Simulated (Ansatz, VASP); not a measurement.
# Two plane-wave programs on AlN

```
CELL_PARAMETERS angstrom
0.17349 2.20343 2.20343
2.20343 0.17349 2.20343
2.20343 2.20343 0.17349
ATOMIC_POSITIONS crystal
Al 0.50000 0.50000 0.50000
N 0.00000 0.00000 0.00000
```

Alike in both runs: task single point; functional PBE; k mesh 10 × 10 × 10; occupations gaussian, width 0.05 eV; no spin polarisation.

|  | VASP | Ansatz |
| --- | --- | --- |
| version | VASP 6.6.1 | Ansatz 0.2.0 |
| potentials or method | VASP PAW PBE potentials, release 64 (Al, N), cutoff 520 eV | scalar-relativistic, plane waves, PAW |
| valence electrons in the cell | 8 | 8 |

|  | VASP | Ansatz | Ansatz less VASP |
| --- | --- | --- | --- |
| gap on the k mesh at the Fermi level (eV) | 2.23 | 2.25 | +0.011 |
| least direct gap on the mesh (eV) | 2.59 | 2.58 | -0.004 |
| pressure (GPa) | -21.4 | -21.3 | +0.14 |
| traceless stress, the component that is largest in VASP (GPa) | -23.24 | -23.23 | +0.012 |

The functional is the same, so the differences come from potentials, cutoffs and numerics.
